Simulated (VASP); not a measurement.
A run of VASP 6.6.1:

File INCAR:

```
PREC = Accurate ; ENCUT = 520
EDIFF = 1E-7 ; ISMEAR = 0
SIGMA = 0.15 ; LREAL = F
LASPH = T ; NELM = 100
ALGO = Normal ; ISIF = 2
LWAVE = F ; LCHARG = F
GGA = PE ; NBANDS = 14
```

KPOINTS

```
Automatic mesh
0
Gamma
  18 18 18
```

Contents of POSCAR:

```
ZrB
1.0
    0.0000000000      2.2901250000      2.3598750000
    2.2901250000      0.0000000000      2.3598750000
    2.2901250000      2.2901250000      0.0000000000
Zr B
1 1
Direct
    0.0000000000      0.0000000000      0.0000000000
    0.5000000000      0.5000000000      0.5000000000
```

Potentials or basis: VASP PAW PBE potentials, release 64 (Zr_sv, B).

The run is started by

```sh
$ cat potpaw_PBE.64/Zr_sv/POTCAR potpaw_PBE.64/B/POTCAR > POTCAR
$ mpirun -np 1 vasp_std > vasp.out
```

Hardware: 1 thread of Intel(R) Xeon(R) Platinum 8488C (Sapphire Rapids), with other jobs on the host.

Task: How long does it take, and how much memory?

Result: It took 56 s on 1 thread of Intel(R) Xeon(R) Platinum 8488C (Sapphire Rapids), on a shared host, peak memory 0.28 GiB. Counts: scf iterations 13, k points 480.
